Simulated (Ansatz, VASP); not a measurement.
**As in VASP and in Ansatz**

File INCAR:

```
SYSTEM = As
PREC = Accurate ; ENCUT = 520
EDIFF = 1E-7 ; ISMEAR = 0
SIGMA = 0.02 ; LREAL = .False.
LASPH = .True. ; NELM = 80
ALGO = Normal ; ISIF = 2
LWAVE = .False. ; LCHARG = .False.
LDIPOL = .True. ; IDIPOL = 3
DIPOL = 0.5 0.5 0.500 ; GGA = CA
NBANDS = 12
```

Contents of KPOINTS:

```
Automatic mesh
0
Gamma
  9 9 1
  0 0 0
```

File POSCAR:

```
As
1.0
    3.3500000000      0.0000000000      0.0000000000
   -1.6750000000      2.9011851027      0.0000000000
    0.0000000000      0.0000000000     28.0000000000
As
2
Direct
    0.3333333333      0.6666666667      0.5370000000
    0.6666666667      0.3333333333      0.4630000000
```

Input for Ansatz:

```yaml
crystal:
  lattice:
    - [3.35, 0.0, 0.0]
    - [-1.675, 2.9011851027, 0.0]
    - [0.0, 0.0, 28.0]
  atoms:
    - { symbol: As, position: [0.3333333333, 0.6666666667, 0.537] }
    - { symbol: As, position: [0.6666666667, 0.3333333333, 0.463] }
  periodic: [true, true, false]
basis:
  ecutwfc: 420
kpoints:
  mp_grid: { grid: [9, 9, 1] }
hamiltonian:
  xc: lda
scf:
  occupations: { method: gaussian, width: 0.02 }
output:
  forces: true
  stress: true
  eigenvalues: true
```

Alike in both runs: task single point; functional LDA; k mesh 9 × 9 × 1; occupations gaussian, width 0.02 eV; no spin polarisation.

```csv
,VASP,Ansatz
version,VASP 6.6.1,Ansatz 0.2.0
potentials or method,"VASP PAW LDA potentials, release 64 (As), cutoff 520 eV","scalar-relativistic, plane waves, PAW"
valence electrons in the cell,10,30
```

|  | VASP | Ansatz | Ansatz less VASP |
| --- | --- | --- | --- |
| gap on the k mesh at the Fermi level (eV) | none | none | - |
| rms of the force components (eV/Å) | 1.011 | 1.009 | -0.0014 |

LDA's correlation is that of Perdew and Zunger in VASP and of Perdew and Wang (1992) in Ansatz. Atom by atom the forces differ by 0.001 eV/Å (rms over components). A gap of «none» marks a metal or a gap that the smearing closes. VASP's potentials hold 10 valence electrons a cell and Ansatz's 30, so a difference there can come from the potentials and not from the codes.
